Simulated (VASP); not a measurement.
# TiS2 (P-3m1) in VASP: density of states with PBE+D3(BJ)

Aim: the density of states of TiS2 with PBE+D3(BJ).

Everything below comes from runs of VASP 6.6.1. Logs are shortened: lines on timing, memory, paths and dates and some standing lists are left out, and cuts for length are marked.

**1. The cell of the first run**

Symmetry: P-3m1, No. 164, trigonal system. Conventional cell: a = 3.361 Å, b = 3.361 Å, c = 5.520 Å, α = 90.00°, β = 90.00°, γ = 120.00°. Ti (site symmetry -3m) has 6 S at 2.41 Å within 3.2 Å. S (site symmetry 3m) has 3 Ti at 2.41 Å within 3.2 Å.

**2. Density of states, PBE+D3(BJ)**

File POSCAR:

```
TiS2
1.0
    3.3605463364      0.0000000000      0.0000000000
   -1.6802731682      2.9103184979      0.0000000000
    0.0000000000      0.0000000000      5.5201198574
Ti S
1 2
Direct
    0.0000000000      0.0000000000      0.0000000000
    0.3333333333      0.6666666667      0.2586701182
    0.6666666667      0.3333333333      0.7413298818
```

File INCAR.step1:

```
SYSTEM = TiS2
PREC = Accurate ; ENCUT = 400
EDIFF = 1E-6 ; ISMEAR = 0
SIGMA = 0.1 ; LREAL = .FALSE.
LASPH = .TRUE. ; NELM = 120
ALGO = Normal ; ISIF = 2
LWAVE = .FALSE. ; LCHARG = .TRUE.
LMAXMIX = 4 ; GGA = PE
IVDW = 12 ; NBANDS = 19
GGA_COMPAT = .FALSE. ; NEDOS = 2001
LORBIT = 11
```

File KPOINTS.step1:

```
Automatic mesh
0
G
  15 15 8
  0 0 0
```

File INCAR.step2:

```
SYSTEM = TiS2
PREC = Accurate ; ENCUT = 400
EDIFF = 1E-6 ; ISMEAR = -5
SIGMA = 0.1 ; LREAL = .FALSE.
LASPH = .TRUE. ; NELM = 120
ALGO = Normal ; ISIF = 2
LWAVE = .FALSE. ; LCHARG = .FALSE.
LMAXMIX = 4 ; GGA = PE
IVDW = 12 ; LORBIT = 11
NBANDS = 19 ; NEDOS = 1001
ICHARG = 11 ; GGA_COMPAT = .FALSE.
```

File KPOINTS.step2:

```
Automatic mesh
0
G
  23 23 12
  0 0 0
```

Potentials or basis: VASP PAW PBE potentials, release 64 (Ti_sv, S).

Run with:

```sh
$ cat potpaw_PBE.64/Ti_sv/POTCAR potpaw_PBE.64/S/POTCAR > POTCAR
$ cp INCAR.step1 INCAR
$ cp KPOINTS.step1 KPOINTS
$ mpirun -np 1 vasp_std > vasp.out
$ cp INCAR.step2 INCAR
$ cp KPOINTS.step2 KPOINTS
$ mpirun -np 1 vasp_std > vasp.out
```

OUTCAR:

```text
SYSTEM = TiS2
   PREC = Accurate
   ENCUT = 400
   EDIFF = 1E-6
   ISMEAR = -5
   LREAL = .FALSE.
   LASPH = .TRUE.
   NELM = 120
   ISIF = 2
   GGA = PE
   IVDW = 12
   LORBIT = 11
   ICHARG = 11
 IVDW          = 12

 ion  position               nearest neighbor table
   1  0.000  0.000  0.000-   2 2.41   3 2.41   2 2.41   3 2.41   3 2.41   2 2.41
   2  0.333  0.667  0.259-   1 2.41   1 2.41   1 2.41
   3  0.667  0.333  0.741-   1 2.41   1 2.41   1 2.41

  LATTYP: Found a hexagonal cell.
 ALAT       =     3.3605463364
 C/A-ratio  =     1.6426257236

  Lattice vectors:

 A1 = (   3.3605463364,   0.0000000000,   0.0000000000)
 A2 = (  -1.6802731682,   2.9103184979,   0.0000000000)
 A3 = (   0.0000000000,   0.0000000000,   5.5201198574)

Analysis of symmetry for initial positions (statically):
=====================================================================
 Subroutine PRICEL returns:
 Original cell was already a primitive cell.

 Routine SETGRP: Setting up the symmetry group for a
 hexagonal supercell.

 Subroutine GETGRP returns: Found 12 space group operations
 (whereof 12 operations were pure point group operations)
 out of a pool of 24 trial point group operations.

The static configuration has the point symmetry D_3d.

Analysis of symmetry for dynamics (positions and initial velocities):
=====================================================================
 Subroutine PRICEL returns:
 Original cell was already a primitive cell.

 Routine SETGRP: Setting up the symmetry group for a
 hexagonal supercell.

 Subroutine GETGRP returns: Found 12 space group operations
 (whereof 12 operations were pure point group operations)
 out of a pool of 24 trial point group operations.

The dynamic configuration has the point symmetry D_3d.

 Subroutine INISYM returns: Found 12 space group operations
 (whereof 12 operations are pure point group operations),
 and found     1 'primitive' translations

----------------------------------------------------------------------------------------

                                     Primitive cell

  volume of cell :      53.9882

  direct lattice vectors                    reciprocal lattice vectors
     3.360546336  0.000000000  0.000000000     0.297570663  0.171802502  0.000000000
    -1.680273168  2.910318498  0.000000000     0.000000000  0.343605004  0.000000000
     0.000000000  0.000000000  5.520119857     0.000000000  0.000000000  0.181155487

  length of vectors
     3.360546336  3.360546336  5.520119857     0.343605004  0.343605004  0.181155487

  position of ions in fractional coordinates (direct lattice)
     0.000000000  0.000000000  0.000000000
     0.333333333  0.666666667  0.258670118
     0.666666667  0.333333333  0.741329882

  ion indices of the primitive-cell ions
   primitive index   ion index
                 1           1
                 2           2
                 3           3

----------------------------------------------------------------------------------------

 KPOINTS: Automatic mesh

Automatic generation of k-mesh.
 Grid dimensions read from file:
 generate k-points for:   23   23   12

 Generating k-lattice:

  Cartesian coordinates                     Fractional coordinates (reciprocal lattice)
     0.012937855  0.007469674  0.000000000     0.043478261  0.000000000  0.000000000
     0.000000000  0.014939348  0.000000000     0.000000000  0.043478261  0.000000000
     0.000000000  0.000000000  0.015096291     0.000000000  0.000000000  0.083333333

  Length of vectors
     0.014939348  0.014939348  0.015096291

  Shift w.r.t. Gamma in fractional coordinates (k-lattice)
     0.000000000  0.000000000  0.000000000

 TETIRR: Found   9426 inequivalent tetrahedra from    38088

 Subroutine IBZKPT returns following result:
 ===========================================

 Found    612 irreducible k-points:

 Following reciprocal coordinates:
            Coordinates               Weight
  0.000000  0.000000  0.000000      1.000000
  0.043478  0.000000  0.000000      6.000000
  0.086957  0.000000  0.000000      6.000000
  0.130435  0.000000  0.000000      6.000000
  0.173913  0.000000  0.000000      6.000000
  0.217391  0.000000  0.000000      6.000000
[... 16 lines left out ...]
  0.478261  0.043478  0.000000      6.000000
  0.086957  0.086957  0.000000      6.000000
 [... further k-points ...]
   k-points           NKPTS =    612   k-points in BZ     NKDIM =    612   number of bands    NBANDS=     19
   number of dos      NEDOS =   1001   number of ions     NIONS =      3
   total plane-waves  NPLWV =  20736
   dimension x,y,z NGX =    24 NGY =   24 NGZ =   36
   dimension x,y,z NGXF=    48 NGYF=   48 NGZF=   72
   ions per type =               1   2
   NGX,Y,Z   is equivalent  to a cutoff of  11.87, 11.87, 10.84 a.u.
   NGXF,Y,Z  is equivalent  to a cutoff of  23.75, 23.75, 21.68 a.u.
 SYSTEM =  TiS2
   PREC   = accura    normal or accurate (medium, high low for compatibility)
   ISTART =      0    job   : 0-new  1-cont  2-samecut
   ICHARG =     11    charge: 1-file 2-atom 10-const
   ISPIN  =      1    spin polarized calculation?
   LNONCOLLINEAR =      F non collinear calculations
   LSORBIT =      F    spin-orbit coupling
   LASPH  =      T    aspherical Exc in radial PAW
   ENCUT  =  400.0 eV  29.40 Ry    5.42 a.u.   5.48  5.48  9.00*2*pi/ulx,y,z
   NELM   =    120;   NELMIN=  2; NELMDL=  0     # of ELM steps
   EDIFF  = 0.1E-05   stopping-criterion for ELM
   LREAL  =      F    real-space projection
   EDIFFG = 0.1E-04   stopping-criterion for IOM
   NSW    =      0    number of steps for IOM
   IBRION =     -1    ionic relax: 0-MD 1-quasi-New 2-CG
   NFREE  =      0    steps in history (QN), initial steepest desc. (CG)
   ISIF   =      2    stress and relaxation
   ISYM   =      2    0-nonsym 1-usesym 2-fastsym
   POTIM  = 0.5000    time-step for ionic-motion
   TEBEG  =    0.0;   TEEND  =   0.0 temperature during run
   PSTRESS=    0.0 pullay stress
   NELECT =      24.0000    total number of electrons
   NUPDOWN=      -1.0000    fix difference up-down
   EMIN   =  10.00;   EMAX   =-10.00  energy-range for DOS
   EFERMI =   0.00;   METHOD = LEGACY
   ISMEAR =    -5;   SIGMA  =   0.10  broadening in eV -4-tet -1-fermi 0-gaus
   EFERMI_NEDOS =   21; number of points for ismear=-14 and -15
   IALGO  =     38    algorithm
   IMIX   =      4    mixing-type and parameters
     AMIX     =   0.40;   BMIX     =  1.00
     AMIX_MAG =   1.60;   BMIX_MAG =  1.00
  volume/ion in A,a.u.               =      18.00       121.44
  Fermi-wavevector in a.u.,A,eV,Ry     =   1.249431  2.361082 21.239753  1.561078
  Thomas-Fermi vector in A             =   2.383472
   LORBIT       =     11    0 simple, 1 ext, 2 COOP (PROOUT), +10 PAW based schemes
   GGA     = PE    functional components
   LHFCALC =     F    Hartree Fock is set to
   AEXX    =    0.0000 exact exchange contribution
   IVDW    =    12    specifies the selected vdW correction
   LEPSILON=     F    determine dielectric tensor
   LRPA    =     F    only Hartree local field effects (RPA)
 non-spin polarized calculation
 Fermi weights with tetrahedron method with Bloechl corrections
  energy-cutoff  :      400.00
  volume of cell :       53.99
 maximum number of plane-waves:      1008
 NGX is ok and might be reduce to    24

 number of electron      23.9999998 magnetization

 Free energy of the ion-electron system (eV)
  ---------------------------------------------------
  ext. energy  EPLUGINS =         0.00000000
  ---------------------------------------------------
  free energy    TOTEN  =       -19.86968593 eV

  energy without entropy =      -19.86968593  energy(sigma->0) =      -19.86968593

 E-fermi :   6.1396     XC(G=0): -10.4381

 val. band max:        6.1771096453   @ k =   0.0000   0.0000   0.2500
 cond. band min:       6.1224549777   @ k =   0.0000   0.3913   0.4167
 fundamental gap:     -0.0546546675
 Fermi energy:         6.1396447320

 k-point     1 :       0.0000    0.0000    0.0000
  band No.  band energies     occupation
      1     -51.3936      2.00000
      2     -27.6363      2.00000
      3     -27.5853      2.00000
      4     -27.5853      2.00000
      5      -7.8758      2.00000
      6      -5.9735      2.00000
[... 11 lines left out ...]
     18      12.2191      0.00000
     19      13.4537      0.00000

 k-point     2 :       0.0435    0.0000    0.0000
  band No.  band energies     occupation
      1     -51.3934      2.00000
      2     -27.6357      2.00000
      3     -27.5881      2.00000
      4     -27.5859      2.00000
      5      -7.8520      2.00000
      6      -5.9685      2.00000
[... 11 lines left out ...]
     18      12.3744      0.00000
     19      13.5589      0.00000

 k-point     3 :       0.0870    0.0000    0.0000
  band No.  band energies     occupation
      1     -51.3925      2.00000
      2     -27.6340      2.00000
      3     -27.5964      2.00000
      4     -27.5878      2.00000
      5      -7.7808      2.00000
      6      -5.9541      2.00000
[... 11 lines left out ...]
     18      12.7673      0.00000
     19      13.8510      0.00000

 k-point     4 :       0.1304    0.0000    0.0000
  band No.  band energies     occupation
      1     -51.3914      2.00000
      2     -27.6314      2.00000
      3     -27.6095      2.00000
      4     -27.5907      2.00000
      5      -7.6652      2.00000
      6      -5.9316      2.00000
[... 407 lines left out ...]
     18      13.2349      0.00000
     19      13.7756      0.00000

 k-point    23 :       0.4783    0.0435    0.0000
  band No.  band energies     occupation
      1     -51.3784      2.00000
      2     -27.7356      2.00000
      3     -27.6215      2.00000
      4     -27.6053      2.00000
      5      -5.9647      2.00000
      6      -5.9574      2.00000
[... 11 lines left out ...]
     18      13.1817      0.00000
     19      13.7847      0.00000

 k-point    24 :       0.0870    0.0870    0.0000
  band No.  band energies     occupation
      1     -51.3906      2.00000
      2     -27.6299      2.00000
      3     -27.6164      2.00000
      4     -27.5930      2.00000
      5      -7.5972      2.00000
      6      -5.9188      2.00000
[... 11 lines left out ...]
     18      13.5536      0.00000
     19      14.4733      0.00000

 [... further k-points ...]

------------------------ aborting loop because EDIFF is reached ----------------------------------------

 Edisp (eV)   -1.22948

 E8    (eV) :    -0.4984

  FORCE on cell =-STRESS in cart. coord.  units (eV):
  Direction    XX          YY          ZZ          XY          YZ          ZX
  --------------------------------------------------------------------------------------
  -------------------------------------------------------------------------------------
  Total      -0.11148    -0.11148    -0.18153    -0.00000     0.00000     0.00000
  in kB      -3.30831    -3.30831    -5.38729    -0.00000     0.00000     0.00000
  external pressure =       -4.00 kB  Pullay stress =        0.00 kB

 VOLUME and BASIS-vectors are now :
 -----------------------------------------------------------------------------
  energy-cutoff  :      400.00
  volume of cell :       53.99
      direct lattice vectors                 reciprocal lattice vectors
     3.360546336  0.000000000  0.000000000     0.297570663  0.171802502  0.000000000
    -1.680273168  2.910318498  0.000000000     0.000000000  0.343605004  0.000000000
     0.000000000  0.000000000  5.520119857     0.000000000  0.000000000  0.181155487

 POSITION                                       TOTAL-FORCE (eV/Angst)
 -----------------------------------------------------------------------------------
      0.00000      0.00000      0.00000        -0.000000      0.000000      0.000000
     -0.00000      1.94021      1.42789        -0.000000     -0.000000      0.008771
      1.68027      0.97011      4.09223         0.000000      0.000000     -0.008771
 -----------------------------------------------------------------------------------
    total drift:                               -0.000000      0.000000      0.000000

  FREE ENERGIE OF THE ION-ELECTRON SYSTEM (eV)
  ---------------------------------------------------
  free  energy   TOTEN  =       -21.0991616929 eV

  energy  without entropy=      -21.0991616929  energy(sigma->0) =      -21.09916169

 total charge

# of ion       s       p       d       tot
------------------------------------------
    1        2.189   6.201   1.825  10.216
    2        1.358   2.380   0.000   3.738
    3        1.358   2.380   0.000   3.738
--------------------------------------------------
tot          4.906  10.961   1.825  17.692
```

It took 2.9 min on 1 thread of Intel Xeon Platinum 8488C (Sapphire Rapids), shared host; peak memory 0.48 GiB.

Results:

```yaml
Valence_electrons_inside_the_program's_atomic_spheres: Ti 10.22; S 3.74
Dispersion_energy_per_atom: -0.410 eV
```

Caveat: pairwise dispersion overbinds metals, which lowers pressure and volume; tetrahedron occupations give inexact forces and stress in metals.
